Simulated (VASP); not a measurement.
# Ca5Mg11O16 (P1) in VASP: further runs

The runs below take Ca5Mg11O16 through single point, with PBEsol.

All numbers are computed with VASP 6.6.1; they aren't measurements. Logs are shortened: lines on timing, memory, paths and dates and some standing lists are left out, and cuts for length are marked.

**1. The cell of the first run**

The typed cell holds 32 atoms: a = 8.772 Å, b = 8.772 Å, c = 4.386 Å, α = 90.00°, β = 90.00°, γ = 90.00°.

**2. Single point, PBEsol**

Contents of INCAR:

```
SYSTEM = Ca5Mg11O16
PREC = Accurate
ENCUT = 700
EDIFF = 1E-6
ISMEAR = -1
SIGMA = 0.05
LREAL = Auto
LASPH = .TRUE.
NELM = 120
ALGO = Normal
ISIF = 2
LWAVE = .FALSE.
LCHARG = .FALSE.
GGA = PS
NBANDS = 106
ISYM = -1
GGA_COMPAT = .FALSE.
```

Contents of KPOINTS:

```
explicit points
1
Reciprocal
  0.25000000   0.25000000   0.25000000 1
```

Contents of POSCAR:

```
Ca5Mg11O16
1.0
    8.7717890000      0.0000000000      0.0000000000
    0.0000000000      8.7717890000      0.0000000000
    0.0000000000      0.0000000000      4.3858950000
O Mg Ca
16 11 5
Direct
    0.2508760000      0.0016260000      0.9827470000
    0.2734550000      0.4967130000      0.9879300000
    0.7592020000      0.9976460000      0.0137770000
    0.7404360000      0.4949760000      0.0316910000
    0.0042760000      0.2553080000      0.9835870000
    0.9987430000      0.7595150000      0.9887700000
    0.5096900000      0.2297270000      0.0120380000
    0.4945340000      0.7593540000      0.0197530000
    0.0070590000      0.9866760000      0.4840350000
    0.0071470000      0.4877250000      0.5012490000
    0.5159300000      0.9910400000      0.4932860000
    0.5092940000      0.4790350000      0.4566340000
    0.2650060000      0.2543340000      0.5563180000
    0.2563570000      0.7739180000      0.5045680000
    0.7526960000      0.2365080000      0.4879320000
    0.7675230000      0.7391590000      0.4403320000
    0.0102210000      0.9922240000      0.9779230000
    0.0122290000      0.4936020000      0.9851910000
    0.4953260000      0.9907280000      0.0239740000
    0.4808070000      0.5041570000      0.0090120000
    0.2299760000      0.7494060000      0.9881000000
    0.7365720000      0.2188370000      0.0112900000
    0.7439010000      0.7602060000      0.9992440000
    0.2532300000      0.9935560000      0.4570840000
    0.2541720000      0.4925250000      0.5345480000
    0.0032290000      0.2611950000      0.5112430000
    0.5012400000      0.2337790000      0.4573640000
    0.2588910000      0.2571380000      0.9867250000
    0.7568010000      0.9957850000      0.4396780000
    0.7529800000      0.4988410000      0.5496210000
    0.0110130000      0.7491600000      0.4935270000
    0.5156580000      0.7530670000      0.5130160000
```

Potentials or basis: VASP PAW PBE potentials, release 64 (O, Mg, Ca_sv).

On the command line:

```console
$ cat potpaw_PBE.64/O/POTCAR potpaw_PBE.64/Mg/POTCAR potpaw_PBE.64/Ca_sv/POTCAR > POTCAR
$ mpirun -np 1 vasp_std > vasp.out
```

OUTCAR:

```text
SYSTEM = Ca5Mg11O16
   PREC = Accurate
   ENCUT = 700
   EDIFF = 1E-6
   ISMEAR = -1
   LREAL = Auto
   LASPH = .TRUE.
   NELM = 120
   ISIF = 2
   GGA = PS
   ISYM = -1

 ion  position               nearest neighbor table
   1  0.251  0.002  0.983-  24 2.08  17 2.11  19 2.15  21 2.22  28 2.24  24 2.31
   2  0.273  0.497  0.988-  20 1.82  25 2.00  28 2.11  21 2.25  18 2.29  25 2.40
   3  0.759  0.998  0.014-  29 1.87  22 1.95  23 2.09  17 2.21  19 2.32  29 2.52
   4  0.740  0.495  0.032-  30 2.12  30 2.27  20 2.28  23 2.33  18 2.39  22 2.42
   5  0.004  0.255  0.984-  26 2.07  18 2.09  28 2.23  17 2.31  26 2.31  22 2.37
   6  0.999  0.760  0.989-  21 2.03  17 2.04  31 2.18  31 2.22  23 2.24  18 2.34
[... 8 lines left out ...]
  15  0.753  0.237  0.488-  22 2.10  29 2.12  27 2.21  26 2.21  22 2.30  30 2.32
  16  0.768  0.739  0.440-  23 1.95  31 2.15  30 2.17  32 2.24  29 2.25  23 2.47
  17  0.010  0.992  0.978-   6 2.04   1 2.11   9 2.17   3 2.21   9 2.22   5 2.31  21 2.87  24 2.99
                            29 3.01  31 3.01  23 3.10  31 3.11  22 3.12  26 3.12  24 3.12  28 3.19
  18  0.012  0.494  0.985-   5 2.09  10 2.12  10 2.26   2 2.29   6 2.34   4 2.39  25 2.90  26 2.91
                            21 2.95  30 2.97  28 3.00  26 3.08  31 3.11  31 3.16  25 3.21  23 3.32
  19  0.495  0.991  0.024-   8 2.03  11 2.07   7 2.10   1 2.15   3 2.32  11 2.33  24 2.85  27 2.86
                            22 2.91  29 2.93  23 2.98  32 3.00  32 3.07  28 3.13  21 3.15  24 3.27
  20  0.481  0.504  0.009-   2 1.82  12 1.99   8 2.24   4 2.28   7 2.42  12 2.45  25 2.88  28 2.91
                            25 3.05  21 3.08  27 3.09  32 3.10  32 3.12  30 3.12  23 3.22  22 3.36
  21  0.230  0.749  0.988-   6 2.03  14 2.14   1 2.22   2 2.25  14 2.29   8 2.33  17 2.87  31 2.90
                            31 2.93  18 2.95  24 2.98  25 3.01  20 3.08  19 3.15  24 3.17  32 3.26
  22  0.737  0.219  0.011-   3 1.95   7 1.99  15 2.10  15 2.30   5 2.37   4 2.42  29 2.72  27 2.85
                            19 2.91  17 3.12  29 3.19  30 3.19  27 3.19  26 3.23  26 3.23  20 3.36
  23  0.744  0.760  0.999-  16 1.95   3 2.09   8 2.19   6 2.24   4 2.33  16 2.47  29 2.83  32 2.93
                            19 2.98  32 3.01  30 3.03  17 3.10  31 3.19  29 3.21  20 3.22  31 3.23
  24  0.253  0.994  0.457-  14 1.94   1 2.08   9 2.16   1 2.31  11 2.31  13 2.33  19 2.85  21 2.98
                            17 2.99  31 3.02  27 3.03  28 3.10  17 3.12  32 3.13  21 3.17  26 3.22
  25  0.254  0.493  0.535-   2 2.00  13 2.09  10 2.17  12 2.27   2 2.40  14 2.47  28 2.86  20 2.88
                            18 2.90  26 3.00  21 3.01  20 3.05  31 3.11  27 3.16  28 3.17  18 3.21
  26  0.003  0.261  0.511-  10 1.99   5 2.07  15 2.21  13 2.31   5 2.31   9 2.41  18 2.91  25 3.00
                            30 3.03  28 3.06  18 3.08  17 3.12  29 3.19  28 3.21  24 3.22  22 3.23
  27  0.501  0.234  0.457-   7 1.95  13 2.12  11 2.14  12 2.15  15 2.21   7 2.43  22 2.85  19 2.86
                            28 2.97  24 3.03  29 3.06  20 3.09  28 3.15  25 3.16  22 3.19  30 3.23
  28  0.259  0.257  0.987-  13 1.89   2 2.11   7 2.22   5 2.23   1 2.24  13 2.50  25 2.86  20 2.91
                            27 2.97  18 3.00  26 3.06  24 3.10  19 3.13  27 3.15  25 3.17  17 3.19
  29  0.757  0.996  0.440-   3 1.87  15 2.12  11 2.13   9 2.21  16 2.25   3 2.52  22 2.72  23 2.83
                            19 2.93  17 3.01  32 3.02  27 3.06  31 3.12  22 3.19  26 3.19  23 3.21
  30  0.753  0.499  0.550-   4 2.12  16 2.17  12 2.18  10 2.24   4 2.27  15 2.32  18 2.97  23 3.03
                            26 3.03  32 3.05  20 3.12  31 3.16  22 3.19  27 3.23  23 3.33  18 3.36
  31  0.011  0.749  0.494-   9 2.08  16 2.15  14 2.16   6 2.18   6 2.22  10 2.29  21 2.90  21 2.93
                            17 3.01  24 3.02  25 3.11  17 3.11  18 3.11  29 3.12  18 3.16  30 3.16
  32  0.516  0.753  0.513-  11 2.09   8 2.17   8 2.23  16 2.24  14 2.28  12 2.42  23 2.93  19 3.00
                            23 3.01  29 3.02  30 3.05  19 3.07  20 3.10  20 3.12  24 3.13  25 3.24

IMPORTANT INFORMATION: All symmetrisations will be switched off!
NOSYMM: (Re-)initialisation of all symmetry stuff for point group C_1.

----------------------------------------------------------------------------------------

                                     Primitive cell

  volume of cell :     337.4695

  direct lattice vectors                    reciprocal lattice vectors
     8.771789000  0.000000000  0.000000000     0.114001830  0.000000000  0.000000000
     0.000000000  8.771789000  0.000000000     0.000000000  0.114001830  0.000000000
     0.000000000  0.000000000  4.385895000     0.000000000  0.000000000  0.228003634

  length of vectors
     8.771789000  8.771789000  4.385895000     0.114001830  0.114001830  0.228003634

  position of ions in fractional coordinates (direct lattice)
     0.250876000  0.001626000  0.982747000
[... 39 lines left out ...]
   NGXF,Y,Z  is equivalent  to a cutoff of  30.32, 30.32, 30.32 a.u.
 SYSTEM =  Ca5Mg11O16
   PREC   = accura    normal or accurate (medium, high low for compatibility)
   ISTART =      0    job   : 0-new  1-cont  2-samecut
   ICHARG =      2    charge: 1-file 2-atom 10-const
   ISPIN  =      1    spin polarized calculation?
   LNONCOLLINEAR =      F non collinear calculations
   LSORBIT =      F    spin-orbit coupling
   LASPH  =      T    aspherical Exc in radial PAW
   ENCUT  =  700.0 eV  51.45 Ry    7.17 a.u.  18.92 18.92  9.46*2*pi/ulx,y,z
   NELM   =    120;   NELMIN=  2; NELMDL= -5     # of ELM steps
   EDIFF  = 0.1E-05   stopping-criterion for ELM
   LREAL  =      T    real-space projection
   EDIFFG = 0.1E-04   stopping-criterion for IOM
   NSW    =      0    number of steps for IOM
   IBRION =     -1    ionic relax: 0-MD 1-quasi-New 2-CG
   NFREE  =      0    steps in history (QN), initial steepest desc. (CG)
   ISIF   =      2    stress and relaxation
   ISYM   =     -1    0-nonsym 1-usesym 2-fastsym
   POTIM  = 0.5000    time-step for ionic-motion
   TEBEG  =    0.0;   TEEND  =   0.0 temperature during run
   PSTRESS=    0.0 pullay stress
   NELECT =     168.0000    total number of electrons
   NUPDOWN=      -1.0000    fix difference up-down
   EMIN   =  10.00;   EMAX   =-10.00  energy-range for DOS
   EFERMI =   0.00;   METHOD = LEGACY
   ISMEAR =    -1;   SIGMA  =   0.05  broadening in eV -4-tet -1-fermi 0-gaus
   EFERMI_NEDOS =   21; number of points for ismear=-14 and -15
   IALGO  =     38    algorithm
   IMIX   =      4    mixing-type and parameters
     AMIX     =   0.40;   BMIX     =  1.00
     AMIX_MAG =   1.60;   BMIX_MAG =  1.00
  volume/ion in A,a.u.               =      10.55        71.17
  Fermi-wavevector in a.u.,A,eV,Ry     =   1.297477  2.451876 22.904688  1.683447
  Thomas-Fermi vector in A             =   2.428867
   LORBIT       =      0    0 simple, 1 ext, 2 COOP (PROOUT), +10 PAW based schemes
   GGA     = PS    functional components
   LHFCALC =     F    Hartree Fock is set to
   AEXX    =    0.0000 exact exchange contribution
   IVDW    =     0    specifies the selected vdW correction
   LEPSILON=     F    determine dielectric tensor
   LRPA    =     F    only Hartree local field effects (RPA)
 non-spin polarized calculation
  energy-cutoff  :      700.00
  volume of cell :      337.47
 maximum number of plane-waves:     14205
 NGX is ok and might be reduce to    80
   NGX = 37   NGY = 37   NGZ = 19

 number of electron     167.9999996 magnetization

 Free energy of the ion-electron system (eV)
  ---------------------------------------------------
  ext. energy  EPLUGINS =         0.00000000
  ---------------------------------------------------
  free energy    TOTEN  =      -194.81221185 eV

  energy without entropy =     -194.81221185  energy(sigma->0) =     -194.81221185

 E-fermi :   4.4802     XC(G=0): -11.1663

 val. band max:        3.1248319427   @ k =   0.2500   0.2500   0.2500
 cond. band min:       7.8216098850   @ k =   0.2500   0.2500   0.2500
 fundamental gap:      4.6967779423
 Fermi energy:         4.4802051476

 k-point     1 :       0.2500    0.2500    0.2500
  band No.  band energies     occupation
      1     -33.3881      2.00000
      2     -33.1121      2.00000
      3     -33.0203      2.00000
      4     -32.6578      2.00000
      5     -32.6093      2.00000
      6     -15.7915      2.00000
[... 88 lines left out ...]
     95      10.3049      0.00000
     96      10.5524      0.00000
 [bands above 96 left out]

------------------------ aborting loop because EDIFF is reached ----------------------------------------

  FORCE on cell =-STRESS in cart. coord.  units (eV):
  Direction    XX          YY          ZZ          XY          YZ          ZX
  --------------------------------------------------------------------------------------
  -------------------------------------------------------------------------------------
  Total       17.0052035     20.8141373     30.7303759      0.1429189     -1.1382222      0.2879380
  in kB       80.7342534     98.8176256    145.8961633      0.6785245     -5.4038472      1.3670203
  external PRESSURE =     108.4826808 kB  Pullay stress =       0.0000000 kB

 VOLUME and BASIS-vectors are now :
 -----------------------------------------------------------------------------
  energy-cutoff  :      700.00
  volume of cell :      337.47
      direct lattice vectors                 reciprocal lattice vectors
     8.771789000  0.000000000  0.000000000     0.114001830  0.000000000  0.000000000
     0.000000000  8.771789000  0.000000000     0.000000000  0.114001830  0.000000000
     0.000000000  0.000000000  4.385895000     0.000000000  0.000000000  0.228003634

 POSITION                                       TOTAL-FORCE (eV/Angst)
 -----------------------------------------------------------------------------------
      2.20063      0.01426      4.31023        -0.031142     -1.393661      0.599002
      2.39869      4.35706      4.33296        -3.229480      2.813228      0.244994
      6.65956      8.75114      0.06042        -0.099943     -0.935580     -5.651250
      6.49495      4.34183      0.13899         0.513820      0.559242     -0.577704
      0.03751      2.23951      4.31391        -0.861798     -0.163891      0.424253
      8.76076      6.66231      4.33664         0.602829     -1.181476     -0.013149
[... 24 lines left out ...]
      0.09660      6.57147      2.16456        -0.730914     -0.959265     -0.416852
      4.52324      6.60574      2.25003        -1.264710     -1.689809     -0.063434
 -----------------------------------------------------------------------------------
    total drift:                               -0.003738     -0.008426     -0.006769

  FREE ENERGIE OF THE ION-ELECTRON SYSTEM (eV)
  ---------------------------------------------------
  free  energy   TOTEN  =      -194.8122118533 eV

  energy  without entropy=     -194.8122118533  energy(sigma->0) =     -194.81221185
```

Wall time 2.9 min (1 thread of Intel Xeon Platinum 8259CL at 2.50GHz (Skylake/Cascade Lake), shared host); peak memory 0.56 GiB.

What came out:

| Item | Value |
| --- | --- |
| Free energy | -194.8122 eV |
| Pressure | 10.8 GPa |
| Largest force | 6.685 eV/Å |
| Band gap on the k mesh | 4.70 eV |

Forces in eV/Å, atoms in the order of the input:
```
O   -0.031 -1.394  0.599
O   -3.229  2.813  0.245
O   -0.100 -0.936 -5.651
O    0.514  0.559 -0.578
O   -0.862 -0.164  0.424
O    0.603 -1.181 -0.013
O    0.336 -0.244 -0.596
O    0.477 -0.526 -1.011
O    1.509  2.702  0.090
O    2.158 -0.004  0.038
O   -2.496  2.071 -0.020
O   -2.558  0.268  1.523
O   -0.429 -0.247 -5.803
O    0.278 -2.150 -0.144
O    0.235  0.901  0.412
O   -1.120  0.857  1.565
Mg  -0.139  1.022 -0.042
Mg  -1.404 -0.351  0.911
Mg  -0.348  0.405 -1.296
Mg   3.807 -0.199  0.348
Mg   1.935  0.897  0.155
Mg   0.898  2.403 -0.848
Mg   0.755 -1.112 -0.008
Mg  -0.223  0.844  1.200
Mg   0.814 -0.082 -1.444
Mg  -0.583 -1.363 -0.456
Mg   0.717  0.823  1.699
Ca  -0.285 -2.123  4.449
Ca   1.133 -0.254  6.584
Ca  -0.368 -1.587 -1.851
Ca  -0.731 -0.959 -0.417
Ca  -1.265 -1.690 -0.063
```

Caveat: the stress differs along the axes, from 8 to 15 GPa; the PAW data sets were made with another functional, which shifts forces and pressure a little; a shifted mesh leaves out Γ, where band edges can lie. A k mesh can miss the band edges.

**3. Single point, PBEsol, collinear spin**

Contents of INCAR:

```
PREC = Accurate
ENCUT = 700
EDIFF = 1E-6
ISMEAR = -1
SIGMA = 0.05
LREAL = Auto
LASPH = T
NELM = 200
ALGO = Normal
ISIF = 2
LWAVE = F
LCHARG = F
ISPIN = 2
MAGMOM = 0.125 0.125 0.125 0.125 0.125 0.125 0.125 0.125 0.125 0.125 0.125 0.125 0.125 0.125 0.125 0.125 0.125 0.125 0.125 0.125 0.125 0.125 0.125 0.125 0.125 0.125 0.125 0.125 0.125 0.125 0.125 0.125
LORBIT = 11
GGA = PS
ISYM = -1
NBANDS = 110
GGA_COMPAT = F
```

KPOINTS is that of step 2.

POSCAR is that of step 2.

Potentials or basis: VASP PAW PBE potentials, release 64 (O, Mg, Ca_sv).

On the command line:

```console
$ cat potpaw_PBE.64/O/POTCAR potpaw_PBE.64/Mg/POTCAR potpaw_PBE.64/Ca_sv/POTCAR > POTCAR
$ mpirun -np 1 vasp_std > vasp.out
```

It took 6 min on 1 thread of Intel Xeon Platinum 8259CL at 2.50GHz (Skylake/Cascade Lake), shared host; peak memory 0.78 GiB.

It converged, with:

```yaml
Free_energy: -194.8122 eV
Pressure: 10.9 GPa
Largest_force: 6.685 eV/Å
Band_gap_on_the_k_mesh: 4.70 eV
Net_moment: 0.00 μB per cell
Valence_electrons_inside_the_program's_atomic_spheres: O 5.03, 5.09, 5.12, 4.99, 5.01, 5.06, 5.05, 5.04, 5.07 (each value once); Mg 0.36, 0.34, 0.39, 0.42, 0.40, 0.38, 0.37 (each value once); Ca 8.59, 8.65, 8.45, 8.51 (each value once)
```

Forces on the atoms (eV/Å):
```
O   -0.031 -1.394  0.599
O   -3.230  2.814  0.245
O   -0.100 -0.936 -5.652
O    0.514  0.559 -0.578
O   -0.862 -0.164  0.424
O    0.603 -1.182 -0.013
O    0.336 -0.244 -0.596
O    0.477 -0.526 -1.011
O    1.510  2.703  0.090
O    2.158 -0.004  0.038
O   -2.497  2.072 -0.020
O   -2.558  0.268  1.523
O   -0.429 -0.247 -5.803
O    0.278 -2.150 -0.144
O    0.235  0.901  0.412
O   -1.120  0.857  1.565
Mg  -0.139  1.022 -0.042
Mg  -1.404 -0.351  0.911
Mg  -0.348  0.405 -1.296
Mg   3.807 -0.199  0.348
Mg   1.935  0.897  0.155
Mg   0.898  2.403 -0.848
Mg   0.755 -1.112 -0.008
Mg  -0.223  0.844  1.200
Mg   0.814 -0.083 -1.444
Mg  -0.583 -1.363 -0.456
Mg   0.717  0.824  1.699
Ca  -0.285 -2.123  4.448
Ca   1.133 -0.254  6.584
Ca  -0.368 -1.587 -1.851
Ca  -0.731 -0.959 -0.417
Ca  -1.265 -1.690 -0.064
```

Stress tensor (GPa, compression positive):
```
 8.08  0.07  0.14
 0.07  9.89 -0.54
 0.14 -0.54 14.60
```

Levels at points of the mesh, in eV from the valence-band top:
Spin up:
| k point | band 82 | band 83 | band 84 | band 85 | band 86 | band 87 |
| --- | --- | --- | --- | --- | --- | --- |
| (0.25, 0.25, 0.25) | -0.34 | -0.10 | 0.00 | 4.70 | 5.65 | 5.76 |
Spin down:
| k point | band 82 | band 83 | band 84 | band 85 | band 86 | band 87 |
| --- | --- | --- | --- | --- | --- | --- |
| (0.25, 0.25, 0.25) | -0.34 | -0.10 | 0.00 | 4.70 | 5.65 | 5.76 |

Caveat: the stress differs along the axes, from 8 to 15 GPa; the PAW data sets were made with another functional, which shifts forces and pressure a little; a shifted mesh leaves out Γ, where band edges can lie.

**4. Single point, PBEsol, collinear spin**

Contents of INCAR:

```
SYSTEM = Ca5Mg11O16
PREC = Accurate ; ENCUT = 700
EDIFF = 1E-6 ; ISMEAR = -1
SIGMA = 0.05 ; LREAL = Auto
LASPH = .TRUE. ; NELM = 200
ALGO = Normal ; ISIF = 2
LWAVE = .FALSE. ; LCHARG = .TRUE.
ISPIN = 2 ; MAGMOM = 0.125 0.125 0.125 0.125 0.125 0.125 0.125 0.125 0.125 0.125 0.125 0.125 0.125 0.125 0.125 0.125 0.125 0.125 0.125 0.125 0.125 0.125 0.125 0.125 0.125 0.125 0.125 0.125 0.125 0.125 0.125 0.125
LORBIT = 11 ; GGA = PS
LELF = .TRUE. ; LVHAR = .TRUE.
ISYM = -1 ; NBANDS = 110
GGA_COMPAT = .FALSE.
```

KPOINTS is that of step 3.

POSCAR is that of step 3.

On the command line:

```console
$ cat potpaw_PBE.64/O/POTCAR potpaw_PBE.64/Mg/POTCAR potpaw_PBE.64/Ca_sv/POTCAR > POTCAR
$ mpirun -np 1 vasp_std > vasp.out
```

It took 6.4 min on 1 thread of Intel Xeon Platinum 8259CL at 2.50GHz (Skylake/Cascade Lake), shared host; peak memory 0.78 GiB.

The run converged. Its results:

```
Free energy                                           : -194.8122 eV
Pressure                                              : 10.9 GPa
Largest force                                         : 6.685 eV/Å
Band gap on the k mesh                                : 4.70 eV
Net moment                                            : 0.00 μB per cell
Valence electrons inside the program's atomic spheres : O 5.03, 5.09, 5.12, 4.99, 5.01, 5.06, 5.05, 5.04, 5.07 (each value once); Mg 0.36, 0.34, 0.39, 0.42, 0.40, 0.38, 0.37 (each value once); Ca 8.59, 8.65, 8.45, 8.51 (each value once)
```

Forces on the atoms (eV/Å):
```
O   -0.031 -1.394  0.599
O   -3.230  2.814  0.245
O   -0.100 -0.936 -5.652
O    0.514  0.559 -0.578
O   -0.862 -0.164  0.424
O    0.603 -1.182 -0.013
O    0.336 -0.244 -0.596
O    0.477 -0.526 -1.011
O    1.510  2.703  0.090
O    2.158 -0.004  0.038
O   -2.497  2.072 -0.020
O   -2.558  0.268  1.523
O   -0.429 -0.247 -5.803
O    0.278 -2.150 -0.144
O    0.235  0.901  0.412
O   -1.120  0.857  1.565
Mg  -0.139  1.022 -0.042
Mg  -1.404 -0.351  0.911
Mg  -0.348  0.405 -1.296
Mg   3.807 -0.199  0.348
Mg   1.935  0.897  0.155
Mg   0.898  2.403 -0.848
Mg   0.755 -1.112 -0.008
Mg  -0.223  0.844  1.200
Mg   0.814 -0.083 -1.444
Mg  -0.583 -1.363 -0.456
Mg   0.717  0.824  1.699
Ca  -0.285 -2.123  4.448
Ca   1.133 -0.254  6.584
Ca  -0.368 -1.587 -1.851
Ca  -0.731 -0.959 -0.417
Ca  -1.265 -1.690 -0.064
```

Stress tensor (GPa, compression positive):
```
 8.08  0.07  0.14
 0.07  9.89 -0.54
 0.14 -0.54 14.60
```

Levels at points of the mesh, in eV from the valence-band top:
Spin up:
```tsv
k point	band 81	band 82	band 83	band 84	band 85	band 86	band 87	band 88
(0.25, 0.25, 0.25)	-0.55	-0.34	-0.10	0.00	4.70	5.65	5.76	6.02
```
Spin down:
```tsv
k point	band 81	band 82	band 83	band 84	band 85	band 86	band 87	band 88
(0.25, 0.25, 0.25)	-0.54	-0.34	-0.10	0.00	4.70	5.65	5.76	6.02
```

Caveat: the stress differs along the axes, from 8 to 15 GPa; the PAW data sets were made with another functional, which shifts forces and pressure a little; a shifted mesh leaves out Γ, where band edges can lie.
